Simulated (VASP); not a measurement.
# InAs (lda) (F-43m) in VASP: further runs, part 2 of 2

VASP 6.6.1.

## (3) Relaxation of cell and atoms, LDA, target pressure 1e-06 GPa, at which the enthalpy is minimised

This run uses another cell than the first one, of 27.35 Å³/atom, 1.046 times its volume.

Contents of INCAR:

```
PREC = Accurate
ENCUT = 500
EDIFF = 1E-7
ISMEAR = 0
SIGMA = 0.1
LREAL = F
LASPH = T
NELM = 120
ALGO = Normal
ISIF = 3
LWAVE = F
LCHARG = F
IBRION = 2
NSW = 70
EDIFFG = -0.004
PSTRESS = 9.999999999999999e-06
GGA_COMPAT = F
NELMIN = 4
```

Contents of KPOINTS:

```
regular mesh
0
Gamma
  10 10 10
```

Contents of POSCAR:

```
InAs
1.0
    0.0000000000      3.0129806558      3.0129806558
    3.0129806558      0.0000000000      3.0129806558
    3.0129806558      3.0129806558      0.0000000000
In As
1 1
Direct
    0.0000000000      0.0000000000      0.0000000000
    0.2500000000      0.2500000000      0.2500000000
```

Potentials or basis: VASP PAW LDA potentials, release 64 (In_d, As).

Launch:

```
cat potpaw_LDA.64/In_d/POTCAR potpaw_LDA.64/As/POTCAR > POTCAR
mpirun -np 1 vasp_std > vasp.out
```

OUTCAR:

```text
PREC = Accurate
   ENCUT = 500
   EDIFF = 1E-7
   ISMEAR = 0
   LREAL = F
   LASPH = T
   NELM = 120
   ISIF = 3
   IBRION = 2
   NSW = 70
   EDIFFG = -0.004
   PSTRESS = 9.999999999999999e-06
   NELMIN = 4

 ion  position               nearest neighbor table
   1  0.000  0.000  0.000-   2 2.61   2 2.61   2 2.61   2 2.61
   2  0.250  0.250  0.250-   1 2.61   1 2.61   1 2.61   1 2.61

  LATTYP: Found a face centered cubic cell.
 ALAT       =     6.0259613116

  Lattice vectors:

 A1 = (   0.0000000000,   3.0129806558,   3.0129806558)
 A2 = (   3.0129806558,   0.0000000000,   3.0129806558)
 A3 = (   3.0129806558,   3.0129806558,   0.0000000000)

Analysis of symmetry for initial positions (statically):
=====================================================================
 Subroutine PRICEL returns:
 Original cell was already a primitive cell.

 Routine SETGRP: Setting up the symmetry group for a
 face centered cubic supercell.

 Subroutine GETGRP returns: Found 24 space group operations
 (whereof 24 operations were pure point group operations)
 out of a pool of 48 trial point group operations.

The static configuration has the point symmetry T_d .

Analysis of symmetry for dynamics (positions and initial velocities):
=====================================================================
 Subroutine PRICEL returns:
 Original cell was already a primitive cell.

 Routine SETGRP: Setting up the symmetry group for a
 face centered cubic supercell.

 Subroutine GETGRP returns: Found 24 space group operations
 (whereof 24 operations were pure point group operations)
 out of a pool of 48 trial point group operations.

The dynamic configuration has the point symmetry T_d .

 Subroutine INISYM returns: Found 24 space group operations
 (whereof 24 operations are pure point group operations),
 and found     1 'primitive' translations

[... 125 lines left out ...]
 conjugate gradient relaxation of ions
 non-spin polarized calculation
 Gauss-broadening in eV      SIGMA  =   0.10
  energy-cutoff  :      500.00
  volume of cell :       54.70
 maximum number of plane-waves:      1411
   NGX = 15   NGY = 15   NGZ = 15

--------------------------------------- Ionic step        1  -------------------------------------------

 number of electron      17.9999992 magnetization

 Free energy of the ion-electron system (eV)
  ---------------------------------------------------
  ext. energy  EPLUGINS =         0.00000000
  ---------------------------------------------------
  free energy    TOTEN  =        -9.02905853 eV

  energy without entropy =       -9.02885538  energy(sigma->0) =       -9.02895696

------------------------ aborting loop because EDIFF is reached ----------------------------------------

  FORCE on cell =-STRESS in cart. coord.  units (eV):
  Direction    XX          YY          ZZ          XY          YZ          ZX
  --------------------------------------------------------------------------------------
  -------------------------------------------------------------------------------------
  Total        0.0552549      0.0552549      0.0552549      0.0000000      0.0000000      0.0000000
  in kB        1.6183122      1.6183122      1.6183122      0.0000000      0.0000000      0.0000000
  external PRESSURE =       1.6183022 kB  Pullay stress =       0.0000100 kB
[... 63 lines left out ...]
--------------------------------------- Ionic step        3  -------------------------------------------

 number of electron      17.9999992 magnetization

 Free energy of the ion-electron system (eV)
  ---------------------------------------------------
  ext. energy  EPLUGINS =         0.00000000
  ---------------------------------------------------
  free energy    TOTEN  =        -9.02913369 eV

  energy without entropy =       -9.02892981  energy(sigma->0) =       -9.02903175

 E-fermi :   4.4578     XC(G=0):  -9.4455

 val. band max:        4.4172500383   @ k =   0.0000   0.0000   0.0000
 cond. band min:       5.2414025460   @ k =   0.5000   0.0000   0.0000
 fundamental gap:      0.8241525077
 Fermi energy:         4.4577577070

 k-point     1 :       0.0000    0.0000    0.0000
  band No.  band energies     occupation
      1      -9.9560      2.00000
      2      -9.9560      2.00000
      3      -9.9560      2.00000
      4      -9.8242      2.00000
      5      -9.8242      2.00000
      6      -7.5475      2.00000
      7       4.0622      2.00000
      8       4.4172      1.43327
      9       4.4172      1.43327
     10       4.4173      1.43326
     11       8.2435      0.00000
     12       8.2435      0.00000
     13       8.2435      0.00000
[... 354 lines left out ...]
  band No.  band energies     occupation
      1     -10.1135      2.00000
      2      -9.8936      2.00000
      3      -9.8909      2.00000
      4      -9.8525      2.00000
      5      -9.8063      2.00000
      6      -6.0588      2.00000
      7      -0.6547      2.00000
      8       2.1660      2.00000
      9       2.4423      2.00000
     10       6.3301      0.00000
     11       7.1146      0.00000
     12      10.9724      0.00000
     13      11.7461      0.00000

 [... further k-points ...]
[... 5 lines left out ...]
  --------------------------------------------------------------------------------------
  -------------------------------------------------------------------------------------
  Total        0.0001094      0.0001094      0.0001094      0.0000000     -0.0000000     -0.0000000
  in kB        0.0031947      0.0031947      0.0031947      0.0000000     -0.0000000     -0.0000000
  external PRESSURE =       0.0031847 kB  Pullay stress =       0.0000100 kB
[... 21 lines left out ...]
  energy  without entropy=       -9.0289298124  energy(sigma->0) =       -9.02903175

  enthalpy is  TOTEN    =        -9.0291333434 eV   P V=        0.0000003424

 reached required accuracy - stopping structural energy minimisation
```

OSZICAR:

```text
N       E                     dE             d eps       ncg     rms          rms(c)
DAV:   1     0.112073651648E+03    0.11207E+03   -0.83645E+03  1227   0.147E+03
DAV:   2    -0.111690344544E+01   -0.11319E+03   -0.11002E+03  1267   0.321E+02
DAV:   3    -0.912609490283E+01   -0.80092E+01   -0.79314E+01  1597   0.911E+01
[... 23 lines left out ...]
DAV:   2    -0.902917287468E+01    0.23706E-03   -0.52023E-04  1522   0.589E-01    0.368E-02
DAV:   3    -0.902913496202E+01    0.37913E-04   -0.11827E-04  1597   0.252E-01    0.228E-02
DAV:   4    -0.902913467304E+01    0.28898E-06   -0.48344E-06  1267   0.234E-02    0.166E-02
DAV:   5    -0.902913377777E+01    0.89527E-06   -0.59158E-07  1658   0.864E-03    0.675E-03
DAV:   6    -0.902913368579E+01    0.91975E-07   -0.16956E-07  1107   0.563E-03
   3 F= -.90291333E+01 E0= -.90290314E+01  d E =-.751540E-04
```

CONTCAR:

```text
InAs
   1.00000000000000
    -0.0000000000000000    3.0157020369757408    3.0157020369757408
     3.0157020369757408    0.0000000000000000    3.0157020369757408
     3.0157020369757408    3.0157020369757408    0.0000000000000000
  In              As
     1     1
Direct
     0.0000000000000000    0.0000000000000000    0.0000000000000000
     0.2500000000000000    0.2500000000000000    0.2500000000000000

  0.00000000E+00  0.00000000E+00  0.00000000E+00
  0.00000000E+00  0.00000000E+00  0.00000000E+00
```

It took 41 s on 1 thread of AMD EPYC 7R13 (Zen 3), shared host; peak memory 0.15 GiB.

Results:

```
Free energy                                            : -9.0291 eV
Relaxed volume                                         : 27.43 Å³/atom
Relaxed cell                                           : a = 4.265 Å, b = 4.265 Å, c = 4.265 Å, α = 60.00°, β = 60.00°, γ = 60.00°
Space group after relaxing (to 0.05 Å)                 : F-43m (No. 216)
Energy change on relaxing (the enthalpy is what falls) : -0.0 meV/atom
Ionic steps                                            : 3
Pressure after relaxing                                : 0.0 GPa
Band gap on the k mesh                                 : zero (filled and empty bands touch)
```

Final structure:
```cif
data_structure
_symmetry_space_group_name_H-M 'P 1'
_symmetry_Int_Tables_number 1
_cell_length_a 4.2648
_cell_length_b 4.2648
_cell_length_c 4.2648
_cell_angle_alpha 60.000
_cell_angle_beta 60.000
_cell_angle_gamma 60.000
_cell_volume 54.85
loop_
_atom_site_label
_atom_site_type_symbol
_atom_site_fract_x
_atom_site_fract_y
_atom_site_fract_z
_atom_site_occupancy
In1 In 0.00000 0.00000 0.00000 1
As1 As 0.25000 0.25000 0.25000 1
```

Caveat: the cell is relaxed towards a set pressure, so the enthalpy falls and the energy may rise; spin-orbit coupling is left out, which moves the levels of the heavy elements.

## (4) Relaxation of cell and atoms, LDA, target pressure 12.5 GPa, at which the enthalpy is minimised

This run uses another cell than the first one, of 27.49 Å³/atom, 1.051 times its volume.

Contents of INCAR:

```
PREC     = Accurate       # precision mode
ENCUT    = 500            # plane-wave cutoff, eV
EDIFF    = 1E-7           # SCF threshold, eV
ISMEAR   = 0              # smearing method
SIGMA    = 0.1            # smearing width, eV
LREAL    = F              # projectors in reciprocal space
LASPH    = T              # aspherical terms in the spheres
NELM     = 120            # most SCF steps
ALGO     = Normal         # electronic algorithm
ISIF     = 3              # what is computed and relaxed
LWAVE    = F              # write WAVECAR
LCHARG   = F              # write CHGCAR
GGA      = CA             # functional
IBRION   = 2              # ionic algorithm
NSW      = 100            # ionic steps
EDIFFG   = -0.002         # ionic threshold
PSTRESS  = 125.0        
GGA_COMPAT= F            
NELMIN   = 4
```

Contents of KPOINTS:

```
Automatic mesh
0
Gamma
  12 12 12
```

Contents of POSCAR:

```
InAs
1.0
    0.0000000000      3.0180000000      3.0180000000
    3.0180000000      0.0000000000      3.0180000000
    3.0180000000      3.0180000000      0.0000000000
In As
1 1
Direct
    0.0000000000      0.0000000000      0.0000000000
    0.2500000000      0.2500000000      0.2500000000
```

Launch:

```
cat potpaw_LDA.64/In_d/POTCAR potpaw_LDA.64/As/POTCAR > POTCAR
mpirun -np 1 vasp_std > vasp.out
```

Run time: 2.4 min. Hardware: 1 thread of AMD EPYC 7R13 (Zen 3), shared host; peak memory 0.17 GiB.

It converged, with:

```
Free energy                                            : -8.7755 eV
Relaxed volume                                         : 23.68 Å³/atom
Relaxed cell                                           : a = 4.061 Å, b = 4.061 Å, c = 4.061 Å, α = 60.00°, β = 60.00°, γ = 60.00°
Space group after relaxing (to 0.05 Å)                 : F-43m (No. 216)
Energy change on relaxing (the enthalpy is what falls) : +127.2 meV/atom
Ionic steps                                            : 7
Pressure after relaxing                                : 12.5 GPa
Band gap on the k mesh                                 : 0.40 eV, direct
```

The path:
```tsv
step	energy change (eV)	largest force (eV/Å)	pressure (GPa)	volume (Å³)
1	0.0000	0.0000	-0.14	54.98
2	1.5073	0.0000	42.68	39.46
3	0.2311	0.0000	11.76	47.66
4	0.2498	0.0000	12.35	47.41
5	0.2611	0.0000	12.70	47.27
6	0.2471	0.0000	12.28	47.45
7	0.2544	0.0000	12.49	47.35
```

Final structure:
```
In As
1.0
     0.00000    2.87147    2.87147
     2.87147    0.00000    2.87147
     2.87147    2.87147    0.00000
In As
1 1
Direct
  0.00000 0.00000 0.00000
  0.25000 0.25000 0.25000
```

Levels at points of the mesh, in eV from the valence-band top:
```csv
k point,band 5,band 6,band 7,band 8,band 9,band 10,band 11,band 12,band 13
"(0.00, 0.00, 0.00)",-14.58,-13.05,0.00,0.00,0.00,0.40,3.86,3.86,3.86
"(0.50, 0.00, 0.00)",-14.57,-11.01,-6.73,-1.26,-1.26,1.15,4.66,4.66,6.77
"(0.50, 0.50, 0.00)",-14.54,-10.29,-6.66,-2.93,-2.93,1.13,1.92,10.07,10.24
```

Caveat: the cell is relaxed towards a set pressure, so the enthalpy falls and the energy may rise; spin-orbit coupling is left out, which moves the levels of the heavy elements. LDA usually gives volumes a few per cent too small.

## (5) Overview

```tsv
cell	k mesh	gap on the mesh (eV)	pressure (GPa)
relaxed to 1e-06 GPa from a = 4.198 Å, angles 60.0°, 2 atoms	10 × 10 × 10	none	0.0
relaxed to 1e-06 GPa from a = 4.261 Å, angles 60.0°, 2 atoms	10 × 10 × 10	none	0.0
relaxed to 12.5 GPa from a = 4.268 Å, angles 60.0°, 2 atoms	12 × 12 × 12	0.40	12.5
```

Alike in all rows: task relaxation of cell and atoms; level LDA; potentials or basis VASP PAW LDA potentials, release 64 (In_d, As); no spin polarisation; cutoff (eV) 500; smearing gaussian 0.1 eV.

Caveats: the cell is relaxed towards a set pressure, so the enthalpy falls and the energy may rise; spin-orbit coupling is left out, which moves the levels of the heavy elements.

Absolute energies hang on the potentials; compare differences alone.
